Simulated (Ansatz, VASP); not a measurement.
One calculation of Re, two programs

```xyz
2
Lattice="2.7769 0.0000 0.0000 -1.3884 2.4048 0.0000 0.0000 0.0000 4.4788" Properties=species:S:1:pos:R:3 pbc="T T T"
Re    0.0000    1.6032    1.1197
Re    1.3884    0.8016    3.3591
```

Alike in both runs: task single point; functional PBE; k mesh 14 × 14 × 8; occupations fermi-dirac, width 0.1 eV; no spin polarisation.

```csv
,VASP,Ansatz
version,VASP 6.6.1,Ansatz 0.2.0
potentials or method,"VASP PAW PBE potentials, release 64 (Re), cutoff 520 eV","plane waves (420 eV) with PAW, scalar-relativistic"
valence electrons in the cell,14,30
```

```tsv
	VASP	Ansatz	Ansatz less VASP
pressure (GPa)	-0.4	0.1	+0.54
traceless stress, the component that is largest in VASP (GPa)	0.36	0.49	+0.131
```

With one functional, cell and mesh, what is left measures potentials, basis and numerics. VASP's potentials hold 14 valence electrons a cell and Ansatz's 30, so a difference there can come from the potentials and not from the codes.

Spin-orbit coupling is off throughout.
